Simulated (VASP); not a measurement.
# Ge (Fd-3m) in VASP: a series of runs

The runs below take Ge through single point, with revPBE+D4, RPBE+D3(BJ), PBE exchange alone.

All numbers are computed with VASP 6.6.1; they aren't measurements. Logs are shortened: lines on timing, memory, paths and dates and some standing lists are left out, and cuts for length are marked.

**Measured values to compare with.**

From “Electronic and optical properties of SixGe1-x-ySny alloys lattice-matched to Ge”, 2021, arxiv:2109.02782, for a bulk crystal of Ge at 293 K: band gap 0.666 eV (indirect).

From “Temperature-dependent photoluminescence in Ge: experiment and theory”, 2020, arxiv:2003.00143, for a bulk crystal of Ge at 0 K: band gap 0.744 eV (indirect).

The results are compared with them further down.

## (1) The cell of the first run

The structure is cubic, space group Fd-3m (No. 227). Conventional cell: a = 5.620 Å, b = 5.620 Å, c = 5.620 Å, α = 90.00°, β = 90.00°, γ = 90.00°. Within 3.2 Å of Ge (site symmetry -43m) lie 4 Ge at 2.43 Å.

## (2) Single point, revPBE+D4

File INCAR:

```
  PREC = Accurate
  ENCUT = 520
  EDIFF = 1E-7
  ISMEAR = -1
  SIGMA = 0.05
  LREAL = F
  LASPH = T
  NELM = 80
  ALGO = Normal
  ISIF = 2
  LWAVE = F
  LCHARG = F
  GGA = RE
  IVDW = 13
  NBANDS = 21
```

File KPOINTS:

```
regular mesh
0
Gamma
  8 8 8
```

File POSCAR:

```
Ge
1.0
    0.0000000000      2.8099234548      2.8099234548
    2.8099234548      0.0000000000      2.8099234548
    2.8099234548      2.8099234548      0.0000000000
Ge
2
Direct
    0.7500000000      0.7500000000      0.7500000000
    0.5000000000      0.5000000000      0.5000000000
```

Potentials or basis: VASP PAW PBE potentials, release 64 (Ge_d).

Started as:

```bash
$ cat potpaw_PBE.64/Ge_d/POTCAR > POTCAR
$ mpirun -np 1 vasp_std > vasp.out
```

OUTCAR:

```text
PREC = Accurate
   ENCUT = 520
   EDIFF = 1E-7
   ISMEAR = -1
   LREAL = F
   LASPH = T
   NELM = 80
   ISIF = 2
   GGA = RE
   IVDW = 13

 ion  position               nearest neighbor table
   1  0.750  0.750  0.750-   2 2.43   2 2.43   2 2.43   2 2.43
   2  0.500  0.500  0.500-   1 2.43   1 2.43   1 2.43   1 2.43

  LATTYP: Found a face centered cubic cell.
 ALAT       =     5.6198469096

  Lattice vectors:

 A1 = (   0.0000000000,   2.8099234548,   2.8099234548)
 A2 = (   2.8099234548,   0.0000000000,   2.8099234548)
 A3 = (   2.8099234548,   2.8099234548,   0.0000000000)

Analysis of symmetry for initial positions (statically):
=====================================================================
 Subroutine PRICEL returns:
 Original cell was already a primitive cell.

 Routine SETGRP: Setting up the symmetry group for a
 face centered cubic supercell.

 Subroutine GETGRP returns: Found 48 space group operations
 (whereof 24 operations were pure point group operations)
 out of a pool of 48 trial point group operations.

The static configuration has the point symmetry T_d .
 The point group associated with its full space group is O_h .

Analysis of symmetry for dynamics (positions and initial velocities):
=====================================================================
 Subroutine PRICEL returns:
 Original cell was already a primitive cell.

 Routine SETGRP: Setting up the symmetry group for a
 face centered cubic supercell.

 Subroutine GETGRP returns: Found 48 space group operations
 (whereof 24 operations were pure point group operations)
 out of a pool of 48 trial point group operations.

The dynamic configuration has the point symmetry T_d .
 The point group associated with its full space group is O_h .

 Subroutine INISYM returns: Found 48 space group operations
 (whereof 24 operations are pure point group operations),
 and found     1 'primitive' translations

----------------------------------------------------------------------------------------

                                     Primitive cell

  volume of cell :      44.3725

  direct lattice vectors                    reciprocal lattice vectors
     0.000000000  2.809923455  2.809923455    -0.177940790  0.177940790  0.177940790
     2.809923455  0.000000000  2.809923455     0.177940790 -0.177940790  0.177940790
     2.809923455  2.809923455  0.000000000     0.177940790  0.177940790 -0.177940790

  length of vectors
     3.973831859  3.973831859  3.973831859     0.308202489  0.308202489  0.308202489

  position of ions in fractional coordinates (direct lattice)
     0.750000000  0.750000000  0.750000000
     0.500000000  0.500000000  0.500000000

  ion indices of the primitive-cell ions
   primitive index   ion index
                 1           1
                 2           2

----------------------------------------------------------------------------------------

 KPOINTS: regular mesh

Automatic generation of k-mesh.
 Grid dimensions read from file:
 generate k-points for:    8    8    8

 Generating k-lattice:

  Cartesian coordinates                     Fractional coordinates (reciprocal lattice)
    -0.022242599  0.022242599  0.022242599     0.125000000  0.000000000  0.000000000
     0.022242599 -0.022242599  0.022242599     0.000000000  0.125000000  0.000000000
     0.022242599  0.022242599 -0.022242599     0.000000000  0.000000000  0.125000000

  Length of vectors
     0.038525311  0.038525311  0.038525311

  Shift w.r.t. Gamma in fractional coordinates (k-lattice)
     0.000000000  0.000000000  0.000000000

 Subroutine IBZKPT returns following result:
 ===========================================

 Found     29 irreducible k-points:

 Following reciprocal coordinates:
            Coordinates               Weight
  0.000000  0.000000  0.000000      1.000000
  0.125000  0.000000  0.000000      8.000000
  0.250000  0.000000  0.000000      8.000000
  0.375000  0.000000  0.000000      8.000000
  0.500000  0.000000  0.000000      4.000000
  0.125000  0.125000  0.000000      6.000000
[... 16 lines left out ...]
  0.500000  0.250000  0.125000     48.000000
 -0.375000  0.250000  0.125000     24.000000
 [... further k-points ...]
   k-points           NKPTS =     29   k-points in BZ     NKDIM =     29   number of bands    NBANDS=     21
   number of dos      NEDOS =    301   number of ions     NIONS =      2
   total plane-waves  NPLWV =  27000
   dimension x,y,z NGX =    30 NGY =   30 NGZ =   30
   dimension x,y,z NGXF=    60 NGYF=   60 NGZF=   60
   ions per type =               2
   NGX,Y,Z   is equivalent  to a cutoff of  12.55, 12.55, 12.55 a.u.
   NGXF,Y,Z  is equivalent  to a cutoff of  25.10, 25.10, 25.10 a.u.
 SYSTEM =  unknown system
   PREC   = accura    normal or accurate (medium, high low for compatibility)
   ISTART =      0    job   : 0-new  1-cont  2-samecut
   ICHARG =      2    charge: 1-file 2-atom 10-const
   ISPIN  =      1    spin polarized calculation?
   LNONCOLLINEAR =      F non collinear calculations
   LSORBIT =      F    spin-orbit coupling
   LASPH  =      T    aspherical Exc in radial PAW
   ENCUT  =  520.0 eV  38.22 Ry    6.18 a.u.   7.39  7.39  7.39*2*pi/ulx,y,z
   NELM   =     80;   NELMIN=  2; NELMDL= -5     # of ELM steps
   EDIFF  = 0.1E-06   stopping-criterion for ELM
   LREAL  =      F    real-space projection
   EDIFFG = 0.1E-05   stopping-criterion for IOM
   NSW    =      0    number of steps for IOM
   IBRION =     -1    ionic relax: 0-MD 1-quasi-New 2-CG
   NFREE  =      0    steps in history (QN), initial steepest desc. (CG)
   ISIF   =      2    stress and relaxation
   ISYM   =      2    0-nonsym 1-usesym 2-fastsym
   POTIM  = 0.5000    time-step for ionic-motion
   TEBEG  =    0.0;   TEEND  =   0.0 temperature during run
   PSTRESS=    0.0 pullay stress
   NELECT =      28.0000    total number of electrons
   NUPDOWN=      -1.0000    fix difference up-down
   EMIN   =  10.00;   EMAX   =-10.00  energy-range for DOS
   EFERMI =   0.00;   METHOD = LEGACY
   ISMEAR =    -1;   SIGMA  =   0.05  broadening in eV -4-tet -1-fermi 0-gaus
   EFERMI_NEDOS =   21; number of points for ismear=-14 and -15
   IALGO  =     38    algorithm
   IMIX   =      4    mixing-type and parameters
     AMIX     =   0.40;   BMIX     =  1.00
     AMIX_MAG =   1.60;   BMIX_MAG =  1.00
  volume/ion in A,a.u.               =      22.19       149.72
  Fermi-wavevector in a.u.,A,eV,Ry     =   1.404181  2.653517 26.826929  1.971724
  Thomas-Fermi vector in A             =   2.526768
   LORBIT       =      0    0 simple, 1 ext, 2 COOP (PROOUT), +10 PAW based schemes
   GGA     = RE    functional components
   LHFCALC =     F    Hartree Fock is set to
   AEXX    =    0.0000 exact exchange contribution
   IVDW    =    13    specifies the selected vdW correction
   LEPSILON=     F    determine dielectric tensor
   LRPA    =     F    only Hartree local field effects (RPA)
 non-spin polarized calculation
  energy-cutoff  :      520.00
  volume of cell :       44.37
 maximum number of plane-waves:      1243
 NGX is ok and might be reduce to    30
   NGX = 15   NGY = 15   NGZ = 15

 number of electron      28.0000033 magnetization

 Free energy of the ion-electron system (eV)
  ---------------------------------------------------
  ext. energy  EPLUGINS =         0.00000000
  ---------------------------------------------------
  free energy    TOTEN  =        -8.37670660 eV

  energy without entropy =       -8.37640356  energy(sigma->0) =       -8.37655508

 E-fermi :   5.4105     XC(G=0):  -9.8952

 val. band max:        5.2728754094   @ k =   0.0000   0.0000   0.0000
 cond. band min:       5.5798027119   @ k =   0.0000   0.0000   0.0000
 fundamental gap:      0.3069273025
 Fermi energy:         5.4104744251

 k-point     1 :       0.0000    0.0000    0.0000
  band No.  band energies     occupation
      1     -19.5916      2.00000
      2     -19.5916      2.00000
      3     -19.5916      2.00000
      4     -19.5542      2.00000
      5     -19.5542      2.00000
      6     -19.3331      2.00000
[... 13 lines left out ...]
     20      14.7773      0.00000
     21      14.7773      0.00000

 k-point     2 :       0.1250    0.0000    0.0000
  band No.  band energies     occupation
      1     -19.6001      2.00000
      2     -19.6001      2.00000
      3     -19.5889      2.00000
      4     -19.5421      2.00000
      5     -19.5421      2.00000
      6     -19.3452      2.00000
[... 13 lines left out ...]
     20      13.8846      0.00000
     21      13.8846      0.00000

 k-point     3 :       0.2500    0.0000    0.0000
  band No.  band energies     occupation
      1     -19.6107      2.00000
      2     -19.6107      2.00000
      3     -19.5826      2.00000
      4     -19.5240      2.00000
      5     -19.5240      2.00000
      6     -19.3593      2.00000
[... 13 lines left out ...]
     20      13.6425      0.00000
     21      13.6425      0.00000

 k-point     4 :       0.3750    0.0000    0.0000
  band No.  band energies     occupation
      1     -19.6159      2.00000
      2     -19.6159      2.00000
      3     -19.5760      2.00000
      4     -19.5131      2.00000
      5     -19.5131      2.00000
      6     -19.3667      2.00000
[... 13 lines left out ...]
     20      14.8550      0.00000
     21      14.8550      0.00000

 k-point     5 :       0.5000    0.0000    0.0000
  band No.  band energies     occupation
      1     -19.6171      2.00000
      2     -19.6171      2.00000
      3     -19.5732      2.00000
      4     -19.5101      2.00000
      5     -19.5101      2.00000
      6     -19.3683      2.00000
[... 13 lines left out ...]
     20      16.6309      0.00000
     21      16.6311      0.00000
[... 382 lines left out ...]
     20      17.1795      0.00000
     21      18.2402      0.00000

 k-point    22 :       0.3750    0.2500    0.1250
  band No.  band energies     occupation
      1     -19.6217      2.00000
      2     -19.6189      2.00000
      3     -19.5742      2.00000
      4     -19.5160      2.00000
      5     -19.4857      2.00000
      6     -19.4133      2.00000
[... 13 lines left out ...]
     20      15.6135      0.00000
     21      15.8088      0.00000

 k-point    23 :       0.5000    0.2500    0.1250
  band No.  band energies     occupation
      1     -19.6340      2.00000
      2     -19.6257      2.00000
      3     -19.5514      2.00000
      4     -19.5003      2.00000
      5     -19.4725      2.00000
      6     -19.4222      2.00000
[... 13 lines left out ...]
     20      15.1155      0.00000
     21      16.9711      0.00000

 k-point    24 :      -0.3750    0.2500    0.1250
  band No.  band energies     occupation
      1     -19.6395      2.00000
      2     -19.6272      2.00000
      3     -19.5411      2.00000
      4     -19.4887      2.00000
      5     -19.4741      2.00000
      6     -19.4167      2.00000
[... 13 lines left out ...]
     20      16.3696      0.00000
     21      16.9146      0.00000

 [... further k-points ...]

------------------------ aborting loop because EDIFF is reached ----------------------------------------

  DFT-D4 for vdW energy calculation

  Edisp (eV):   -1.10383

  FORCE on cell =-STRESS in cart. coord.  units (eV):
  Direction    XX          YY          ZZ          XY          YZ          ZX
  --------------------------------------------------------------------------------------
  -------------------------------------------------------------------------------------
  Total       0.60226     0.60226     0.60226     0.00000     0.00000     0.00000
  in kB      21.74604    21.74604    21.74604     0.00000     0.00000     0.00000
  external pressure =       21.75 kB  Pullay stress =        0.00 kB

 VOLUME and BASIS-vectors are now :
 -----------------------------------------------------------------------------
  energy-cutoff  :      520.00
  volume of cell :       44.37
      direct lattice vectors                 reciprocal lattice vectors
     0.000000000  2.809923455  2.809923455    -0.177940790  0.177940790  0.177940790
     2.809923455  0.000000000  2.809923455     0.177940790 -0.177940790  0.177940790
     2.809923455  2.809923455  0.000000000     0.177940790  0.177940790 -0.177940790

 POSITION                                       TOTAL-FORCE (eV/Angst)
 -----------------------------------------------------------------------------------
      4.21489      4.21489      4.21489         0.000000     -0.000000      0.000000
      2.80992      2.80992      2.80992        -0.000000      0.000000     -0.000000
 -----------------------------------------------------------------------------------
    total drift:                                0.000000     -0.000000     -0.000000

  FREE ENERGIE OF THE ION-ELECTRON SYSTEM (eV)
  ---------------------------------------------------
  free  energy   TOTEN  =        -9.4805363615 eV

  energy  without entropy=       -9.4802333295  energy(sigma->0) =       -9.48038485
```

It took 31 s on 1 thread of Intel Xeon 6975P-C, shared host; peak memory 0.17 GiB.

What came out:

```
Free energy                : -9.4805 eV
Pressure                   : 2.2 GPa
Band gap on the k mesh     : 0.31 eV, direct
Dispersion energy per atom : -0.552 eV
```

Caveat: the PAW data sets were made with another functional, which shifts forces and pressure a little.

[end of part 1 of 3]
